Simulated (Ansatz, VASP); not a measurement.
This is a calculation of Cr for VASP 6.6.1.

File INCAR:

```
  PREC = Accurate
  ENCUT = 600
  EDIFF = 1E-6
  ISMEAR = -1
  SIGMA = 0.05
  LREAL = F
  LASPH = T
  NELM = 200
  ALGO = Normal
  ISIF = 2
  LWAVE = F
  LCHARG = F
  ISPIN = 2
  MAGMOM = 2.2
  LORBIT = 11
  NUPDOWN = 2.2
  LMAXMIX = 4
  GGA = PE
  NBANDS = 17
  GGA_COMPAT = F
```

The input KPOINTS:

```
Automatic mesh
0
Gamma
  10 10 10
```

The input POSCAR:

```
Cr
1.0
   -1.4844496776      1.4844496776      1.4844496776
    1.4844496776     -1.4844496776      1.4844496776
    1.4844496776      1.4844496776     -1.4844496776
Cr
1
Direct
    0.0000000000      0.0000000000      0.0000000000
```

Potentials or basis: VASP PAW PBE potentials, release 64 (Cr_sv).

Run with:

```sh
$ cat potpaw_PBE.64/Cr_sv/POTCAR > POTCAR
$ mpirun -np 1 vasp_std > vasp.out
```

**Question.** Set up the same calculation for Ansatz 0.2.0. Potentials there: Ansatz PAW.

**Answer.** As run (the cutoff follows the program's own potentials):

Contents of input.yaml:

```yaml
crystal:
  lattice:
    - [-1.4844496776, 1.4844496776, 1.4844496776]
    - [1.4844496776, -1.4844496776, 1.4844496776]
    - [1.4844496776, 1.4844496776, -1.4844496776]
  atoms:
    - { symbol: Cr, position: [0.0, 0.0, 0.0], spin: 2.2 }
hamiltonian:
  xc: pbe
  pseudopotentials: { kind: paw }
magnetization:
  spin_polarized: true
  initial_magnetization: 2.2
  spin_locking: { lock_magnetization: hard }
kpoints:
  mp_grid: { grid: [10, 10, 10] }
scf:
  occupations: { method: fermi_dirac, width: 0.05 }
  lower_state_search: "off"
output:
  forces: true
  stress: true
  eigenvalues: true
```

Potentials or basis: Ansatz PAW.

Run with:

```sh
$ ansatz run input.yaml --threads 2 --pin off --max-ram 5632MiB --backend cpu --events-out ev --progress --plain --runs-dir out
```

Both were run:

|  | VASP | Ansatz | Ansatz less VASP |
| --- | --- | --- | --- |
| pressure (GPa) | 2.0 | 4.5 | +2.47 |
| net moment per atom (μB) | 2.20 | 2.20 | 0.000 |
| size of the moment on the site where the two differ most (μB) | 1.83 | 1.96 | +0.130 |

Site moments also hang on the region over which each program counts them. The functional is the same, so the differences come from potentials, cutoffs and numerics.
